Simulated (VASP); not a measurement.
SiC3:

```xyz
4
Lattice="2.7077 0.0000 0.0000 -1.3539 2.3450 0.0000 0.0000 0.0000 4.7716" Properties=species:S:1:pos:R:3 pbc="T T T"
Si    0.0000    1.5633    0.0000
C     0.0000    1.5633    2.3858
C     1.3539    0.7817    1.3463
C     1.3539    0.7817    3.4253
```

- Program: VASP 6.6.1
- Task: relaxation of cell and atoms
- Functional: PBE
- Potentials or basis: VASP PAW PBE potentials, release 64 (Si, C)
- Cutoff: 600 eV
- k mesh: 18 × 18 × 10
- Occupations: gaussian, width 0.1 eV
- Spin: no spin polarisation

At the start: pressure 1.1 GPa; volume 7.57 Å³/atom.

**Question.** How do energy, volume and symmetry change on relaxing?

**Answer.** Over 7 steps the energy falls by 4.3 meV/atom and the volume is 7.59 Å³/atom (+0.2 %); space group P-6m2 (No. 187, to 0.05 Å).

The path:
| step | energy change (eV) | largest force (eV/Å) | pressure (GPa) | volume (Å³) |
| --- | --- | --- | --- | --- |
| 1 | 0.0000 | 0.1873 | 1.10 | 30.30 |
| 2 | -0.0133 | 0.2028 | -0.66 | 30.52 |
| 3 | -0.0138 | 0.1428 | -0.38 | 30.49 |
| 4 | -0.0159 | 0.1037 | -0.14 | 30.42 |
| 5 | -0.0171 | 0.0445 | 0.24 | 30.33 |
| 6 | -0.0172 | 0.0290 | -0.19 | 30.38 |
| 7 | -0.0173 | 0.0030 | 0.00 | 30.36 |

Final structure:
```
CELL_PARAMETERS angstrom
2.68413 0.00000 0.00000
-1.34206 2.32452 0.00000
0.00000 0.00000 4.86585
ATOMIC_POSITIONS crystal
Si 0.33333 0.66667 0.00000
C 0.33333 0.66667 0.50000
C 0.66667 0.33333 0.28407
C 0.66667 0.33333 0.71593
```
